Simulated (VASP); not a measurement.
HfN, 12 atoms in the cell. The cell holds a wire with vacuum, 12 atoms: a = 13.800 Å, b = 16.100 Å, c = 3.298 Å, α = 90.00°, β = 90.00°, γ = 90.00°. 

* Program: VASP 6.6.1
* Task: single point
* Functional: PBE
* Potentials or basis: VASP PAW PBE potentials, release 64 (Hf_pv, N)
* Cutoff: 520 eV
* k mesh: 1 × 1 × 17
* Occupations: gaussian, width 0.05 eV
* Spin: no spin polarisation
* Dipole correction: no
* Further INCAR settings: ALGO = Normal; EDIFF = 1e-07; NBANDS = 57

Potentials or basis: VASP PAW PBE potentials, release 64 (Hf_pv, N).

Launch:

```sh
$ cat potpaw_PBE.64/Hf_pv/POTCAR potpaw_PBE.64/N/POTCAR > POTCAR
$ mpirun -np 1 vasp_std > vasp.out
```

Hardware: 1 thread of Oxide Virtual Turin-like Processor (shared host).

**Question.** Estimate the wall time of this run.

**Answer.** It took 26 min on 1 thread of Oxide Virtual Turin-like Processor (shared host), peak memory 0.86 GiB. Counts: scf iterations 29, k points 9.
